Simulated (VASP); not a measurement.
# TaAgS2 (P-3m1) in VASP: notebook

TaAgS2 is run at these levels: PBE; tasks: single point, relaxation of cell and atoms.

Program: VASP 6.6.1. These are calculated values, not measurements. Logs are shortened: lines on timing, memory, paths and dates and some standing lists are left out, and cuts for length are marked.

## Step 1: The cell of the first run

It takes space group P-3m1 (No. 164, trigonal). Conventional cell: a = 3.779 Å, b = 3.779 Å, c = 5.858 Å, α = 90.00°, β = 90.00°, γ = 120.00°. Within 3.5 Å of Ta (site symmetry -3m) lie 6 S at 2.63 Å and 2 Ag at 2.93 Å. Ag (site symmetry -3m) has 6 S at 2.63 Å and 2 Ta at 2.93 Å within 3.5 Å. S (site symmetry 3m) has 3 Ta at 2.63 Å and 3 Ag at 2.63 Å within 3.5 Å.

## Step 2: Single point, PBE

File INCAR:

```
ALGO = Normal ; EDIFF = 1E-6
ENCUT = 520 ; GGA = PE
ISIF = 2 ; ISMEAR = 0
LASPH = T ; LCHARG = T
LELF = T ; LREAL = F
LVHAR = T ; LWAVE = F
NBANDS = 25 ; NELM = 60
PREC = Accurate ; SIGMA = 0.1
```

File KPOINTS:

```
k-points
0
Gamma
  6 6 4
```

File POSCAR:

```
TaAgS2
1.0
    3.7791366900      0.0000000000      0.0000000000
   -1.8895683500      3.2728283800      0.0000000000
    0.0000000000      0.0000000000      5.8576618700
Ta Ag S
1 1 2
Direct
    0.0000000000      0.0000000000      0.5000000000
    0.0000000000      0.0000000000      0.0000000000
    0.3333333300      0.6666666700      0.2500000000
    0.6666666700      0.3333333300      0.7500000000
```

Potentials or basis: VASP PAW PBE potentials, release 64 (Ta_pv, Ag, S).

Run with:

```bash
> cat potpaw_PBE.64/Ta_pv/POTCAR potpaw_PBE.64/Ag/POTCAR potpaw_PBE.64/S/POTCAR > POTCAR
> mpirun -np 1 vasp_std > vasp.out
```

OUTCAR:

```text
EDIFF = 1E-6
   ENCUT = 520
   GGA = PE
   ISIF = 2
   ISMEAR = 0
   LASPH = T
   LREAL = F
   NELM = 60
   PREC = Accurate

 ion  position               nearest neighbor table
   1  0.000  0.000  0.500-   3 2.63   4 2.63   4 2.63   3 2.63   4 2.63   3 2.63   2 2.93   2 2.93

   2  0.000  0.000  0.000-   3 2.63   4 2.63   4 2.63   3 2.63   4 2.63   3 2.63   1 2.93   1 2.93

   3  0.333  0.667  0.250-   1 2.63   2 2.63   1 2.63   2 2.63   1 2.63   2 2.63
   4  0.667  0.333  0.750-   1 2.63   2 2.63   1 2.63   2 2.63   1 2.63   2 2.63

  LATTYP: Found a hexagonal cell.
 ALAT       =     3.7791366900
 C/A-ratio  =     1.5500000001

  Lattice vectors:

 A1 = (   3.7791366900,   0.0000000000,   0.0000000000)
 A2 = (  -1.8895683500,   3.2728283800,   0.0000000000)
 A3 = (   0.0000000000,   0.0000000000,   5.8576618700)

Analysis of symmetry for initial positions (statically):
=====================================================================
 Subroutine PRICEL returns:
 Original cell was already a primitive cell.

 Routine SETGRP: Setting up the symmetry group for a
 hexagonal supercell.

 Subroutine GETGRP returns: Found 12 space group operations
 (whereof 12 operations were pure point group operations)
 out of a pool of 24 trial point group operations.

The static configuration has the point symmetry D_3d.

Analysis of symmetry for dynamics (positions and initial velocities):
=====================================================================
 Subroutine PRICEL returns:
 Original cell was already a primitive cell.

 Routine SETGRP: Setting up the symmetry group for a
 hexagonal supercell.

 Subroutine GETGRP returns: Found 12 space group operations
 (whereof 12 operations were pure point group operations)
 out of a pool of 24 trial point group operations.

The dynamic configuration has the point symmetry D_3d.

 Subroutine INISYM returns: Found 12 space group operations
 (whereof 12 operations are pure point group operations),
 and found     1 'primitive' translations

----------------------------------------------------------------------------------------

                                     Primitive cell

  volume of cell :      72.4503

  direct lattice vectors                    reciprocal lattice vectors
     3.779136690  0.000000000  0.000000000     0.264610699  0.152773058  0.000000000
    -1.889568350  3.272828380  0.000000000     0.000000000  0.305546116  0.000000000
     0.000000000  0.000000000  5.857661870     0.000000000  0.000000000  0.170716580

  length of vectors
     3.779136690  3.779136694  5.857661870     0.305546116  0.305546116  0.170716580

  position of ions in fractional coordinates (direct lattice)
     0.000000000  0.000000000  0.500000000
     0.000000000  0.000000000  0.000000000
     0.333333330  0.666666670  0.250000000
     0.666666670  0.333333330  0.750000000

  ion indices of the primitive-cell ions
   primitive index   ion index
                 1           1
                 2           2
                 3           3
                 4           4

----------------------------------------------------------------------------------------

 KPOINTS: k-points

Automatic generation of k-mesh.
 Grid dimensions read from file:
 generate k-points for:    6    6    4

 Generating k-lattice:

  Cartesian coordinates                     Fractional coordinates (reciprocal lattice)
     0.044101783  0.025462176  0.000000000     0.166666667  0.000000000  0.000000000
     0.000000000  0.050924353  0.000000000     0.000000000  0.166666667  0.000000000
     0.000000000  0.000000000  0.042679145     0.000000000  0.000000000  0.250000000

  Length of vectors
     0.050924353  0.050924353  0.042679145

  Shift w.r.t. Gamma in fractional coordinates (k-lattice)
     0.000000000  0.000000000  0.000000000

 Subroutine IBZKPT returns following result:
 ===========================================

 Found     24 irreducible k-points:

 Following reciprocal coordinates:
            Coordinates               Weight
  0.000000  0.000000  0.000000      1.000000
  0.166667  0.000000  0.000000      6.000000
  0.333333  0.000000  0.000000      6.000000
  0.500000  0.000000  0.000000      3.000000
  0.166667  0.166667  0.000000      6.000000
  0.333333  0.166667  0.000000     12.000000
[... 16 lines left out ...]
  0.333333  0.166667  0.500000     12.000000
  0.333333  0.333333  0.500000      2.000000
   k-points           NKPTS =     24   k-points in BZ     NKDIM =     24   number of bands    NBANDS=     25
   number of dos      NEDOS =    301   number of ions     NIONS =      4
   total plane-waves  NPLWV =  37632
   dimension x,y,z NGX =    28 NGY =   28 NGZ =   48
   dimension x,y,z NGXF=    56 NGYF=   56 NGZF=   96
   ions per type =               1   1   2
   NGX,Y,Z   is equivalent  to a cutoff of  12.32, 12.32, 13.62 a.u.
   NGXF,Y,Z  is equivalent  to a cutoff of  24.63, 24.63, 27.25 a.u.
 SYSTEM =  unknown system
   PREC   = accura    normal or accurate (medium, high low for compatibility)
   ISTART =      0    job   : 0-new  1-cont  2-samecut
   ICHARG =      2    charge: 1-file 2-atom 10-const
   ISPIN  =      1    spin polarized calculation?
   LNONCOLLINEAR =      F non collinear calculations
   LSORBIT =      F    spin-orbit coupling
   LASPH  =      T    aspherical Exc in radial PAW
   ENCUT  =  520.0 eV  38.22 Ry    6.18 a.u.   7.03  7.03 10.89*2*pi/ulx,y,z
   NELM   =     60;   NELMIN=  2; NELMDL= -5     # of ELM steps
   EDIFF  = 0.1E-05   stopping-criterion for ELM
   LREAL  =      F    real-space projection
   EDIFFG = 0.1E-04   stopping-criterion for IOM
   NSW    =      0    number of steps for IOM
   IBRION =     -1    ionic relax: 0-MD 1-quasi-New 2-CG
   NFREE  =      0    steps in history (QN), initial steepest desc. (CG)
   ISIF   =      2    stress and relaxation
   ISYM   =      2    0-nonsym 1-usesym 2-fastsym
   POTIM  = 0.5000    time-step for ionic-motion
   TEBEG  =    0.0;   TEEND  =   0.0 temperature during run
   PSTRESS=    0.0 pullay stress
   NELECT =      34.0000    total number of electrons
   NUPDOWN=      -1.0000    fix difference up-down
   EMIN   =  10.00;   EMAX   =-10.00  energy-range for DOS
   EFERMI =   0.00;   METHOD = LEGACY
   ISMEAR =     0;   SIGMA  =   0.10  broadening in eV -4-tet -1-fermi 0-gaus
   EFERMI_NEDOS =   21; number of points for ismear=-14 and -15
   IALGO  =     38    algorithm
   IMIX   =      4    mixing-type and parameters
     AMIX     =   0.40;   BMIX     =  1.00
     AMIX_MAG =   1.60;   BMIX_MAG =  1.00
  volume/ion in A,a.u.               =      18.11       122.23
  Fermi-wavevector in a.u.,A,eV,Ry     =   1.272197  2.404104 22.020834  1.618486
  Thomas-Fermi vector in A             =   2.405089
   LORBIT       =      0    0 simple, 1 ext, 2 COOP (PROOUT), +10 PAW based schemes
   GGA     = PE    functional components
   LHFCALC =     F    Hartree Fock is set to
   AEXX    =    0.0000 exact exchange contribution
   IVDW    =     0    specifies the selected vdW correction
   LEPSILON=     F    determine dielectric tensor
   LRPA    =     F    only Hartree local field effects (RPA)
 non-spin polarized calculation
 Gauss-broadening in eV      SIGMA  =   0.10
  energy-cutoff  :      520.00
  volume of cell :       72.45
 maximum number of plane-waves:      1969
   NGX = 15   NGY = 15   NGZ = 21

 number of electron      34.0000006 magnetization

 Free energy of the ion-electron system (eV)
  ---------------------------------------------------
  ext. energy  EPLUGINS =         0.00000000
  ---------------------------------------------------
  free energy    TOTEN  =       -24.05620031 eV

  energy without entropy =      -24.03975190  energy(sigma->0) =      -24.04797610

 E-fermi :   7.3192     XC(G=0): -11.1671

 val. band max:        7.2783521416   @ k =   0.0000   0.0000   0.0000
 cond. band min:       7.3405842332   @ k =   0.1667   0.1667   0.0000
 fundamental gap:      0.0622320916
 Fermi energy:         7.3191704676

 k-point     1 :       0.0000    0.0000    0.0000
  band No.  band energies     occupation
      1     -28.4528      2.00000
      2     -28.4528      2.00000
      3     -28.3102      2.00000
      4      -7.8669      2.00000
      5      -6.2657      2.00000
      6      -0.2433      2.00000
[... 17 lines left out ...]
     24      13.1550      0.00000
     25      13.1550      0.00000

 k-point     2 :       0.1667    0.0000    0.0000
  band No.  band energies     occupation
      1     -28.4715      2.00000
      2     -28.4572      2.00000
      3     -28.3069      2.00000
      4      -7.6095      2.00000
      5      -6.3231      2.00000
      6       0.1374      2.00000
[... 17 lines left out ...]
     24      13.3555      0.00000
     25      14.1683      0.00000

 k-point     3 :       0.3333    0.0000    0.0000
  band No.  band energies     occupation
      1     -28.5087      2.00000
      2     -28.4661      2.00000
      3     -28.3002      2.00000
      4      -7.0144      2.00000
      5      -6.4257      2.00000
      6       0.3290      2.00000
[... 17 lines left out ...]
     24      12.4710      0.00000
     25      14.0152      0.00000

 k-point     4 :       0.5000    0.0000    0.0000
  band No.  band energies     occupation
      1     -28.5272      2.00000
      2     -28.4706      2.00000
      3     -28.2969      2.00000
      4      -6.6914      2.00000
      5      -6.4311      2.00000
      6      -0.4228      2.00000
[... 17 lines left out ...]
     24      12.9883      0.00000
     25      13.1250      0.00000

 k-point     5 :       0.1667    0.1667    0.0000
  band No.  band energies     occupation
      1     -28.4959      2.00000
      2     -28.4675      2.00000
      3     -28.3019      2.00000
      4      -7.1745      2.00000
      5      -6.4044      2.00000
      6       0.6307      2.00000
[... 17 lines left out ...]
     24      12.6227      0.00000
     25      13.6325      0.00000

 k-point     6 :       0.3333    0.1667    0.0000
  band No.  band energies     occupation
      1     -28.5176      2.00000
      2     -28.4802      2.00000
      3     -28.2969      2.00000
      4      -6.6693      2.00000
      5      -6.4621      2.00000
      6      -0.1004      2.00000
[... 17 lines left out ...]
     24      12.9842      0.00000
     25      14.0862      0.00000
[... 393 lines left out ...]
 k-point    21 :       0.5000    0.0000    0.5000
  band No.  band energies     occupation
      1     -28.5272      2.00000
      2     -28.4706      2.00000
      3     -28.2990      2.00000
      4      -6.6526      2.00000
      5      -6.4482      2.00000
      6       0.2151      2.00000
[... 17 lines left out ...]
     24      13.6413      0.00000
     25      15.5548      0.00000

 k-point    22 :       0.1667    0.1667    0.5000
  band No.  band energies     occupation
      1     -28.4959      2.00000
      2     -28.4675      2.00000
      3     -28.3040      2.00000
      4      -6.8384      2.00000
      5      -6.7587      2.00000
      6       0.4658      2.00000
[... 17 lines left out ...]
     24      13.3389      0.00000
     25      13.5565      0.00000

 k-point    23 :       0.3333    0.1667    0.5000
  band No.  band energies     occupation
      1     -28.5177      2.00000
      2     -28.4802      2.00000
      3     -28.2990      2.00000
      4      -6.6094      2.00000
      5      -6.5008      2.00000
      6       0.4307      2.00000
[... 17 lines left out ...]
     24      13.4727      0.00000
     25      13.9303      0.00000

 k-point    24 :       0.3333    0.3333    0.5000
  band No.  band energies     occupation
      1     -28.5047      2.00000
      2     -28.5047      2.00000
      3     -28.2973      2.00000
      4      -6.4750      2.00000
      5      -6.4750      2.00000
      6       0.8315      2.00000
[... 17 lines left out ...]
     24      12.5183      0.00000
     25      12.5183      0.00000

------------------------ aborting loop because EDIFF is reached ----------------------------------------

  FORCE on cell =-STRESS in cart. coord.  units (eV):
  Direction    XX          YY          ZZ          XY          YZ          ZX
  --------------------------------------------------------------------------------------
  -------------------------------------------------------------------------------------
  Total       -2.4099194     -2.4099194      1.7649278      0.0000000      0.0000000     -0.0000000
  in kB      -53.2933444    -53.2933445     39.0298960      0.0000001      0.0000000     -0.0000000
  external PRESSURE =     -22.5189310 kB  Pullay stress =       0.0000000 kB

 VOLUME and BASIS-vectors are now :
 -----------------------------------------------------------------------------
  energy-cutoff  :      520.00
  volume of cell :       72.45
      direct lattice vectors                 reciprocal lattice vectors
     3.779136690  0.000000000  0.000000000     0.264610699  0.152773058  0.000000000
    -1.889568350  3.272828380  0.000000000     0.000000000  0.305546116  0.000000000
     0.000000000  0.000000000  5.857661870     0.000000000  0.000000000  0.170716580

 POSITION                                       TOTAL-FORCE (eV/Angst)
 -----------------------------------------------------------------------------------
      0.00000      0.00000      2.92883         0.000000      0.000000      0.000000
      0.00000      0.00000      0.00000        -0.000000      0.000000      0.000000
     -0.00000      2.18189      1.46442        -0.000000      0.000000      1.681899
      1.88957      1.09094      4.39325         0.000000      0.000000     -1.681899
 -----------------------------------------------------------------------------------
    total drift:                               -0.000000      0.000000      0.000000

  FREE ENERGIE OF THE ION-ELECTRON SYSTEM (eV)
  ---------------------------------------------------
  free  energy   TOTEN  =       -24.0562003083 eV

  energy  without entropy=      -24.0397519006  energy(sigma->0) =      -24.04797610
```

Wall time 25 s (1 thread of AMD EPYC 9R45 (Zen 5), shared host); peak memory 0.18 GiB.

Results:

| Item | Value |
| --- | --- |
| Free energy | -24.0562 eV |
| Pressure | -2.3 GPa |
| Largest force | 1.682 eV/Å |
| Band gap on the k mesh | zero (bands 17 and 18 overlap by 0.58 eV) |

Forces on the atoms (eV/Å):
```
Ta   0.000  0.000  0.000
Ag   0.000  0.000  0.000
S    0.000  0.000  1.682
S    0.000  0.000 -1.682
```

Levels at points of the mesh, in eV from the Fermi level:
```csv
k point,band 14,band 15,band 16,band 17,band 18,band 19,band 20,band 21
"(0.00, 0.00, 0.00)",-2.70,-2.70,-2.32,-0.04,-0.04,0.92,1.63,2.49
"(0.50, 0.00, 0.00)",-4.03,-3.06,-2.68,-0.59,1.09,1.14,3.23,3.38
"(0.00, 0.00, 0.50)",-4.00,-1.24,-1.24,-0.56,-0.56,-0.56,2.64,2.64
"(0.50, 0.00, 0.50)",-4.07,-1.89,-1.46,-1.44,1.06,1.09,1.95,2.33
```

Caveat: the stress differs along the axes, from -5 to 4 GPa; spin-orbit coupling is left out, which moves the levels of the heavy elements; forces of over 1 eV/Å act on the atoms, so gaps and moduli don't describe the material at rest.

[end of part 1 of 2]

The gap in the log of VASP goes by the Fermi energy; the results here count the filled bands.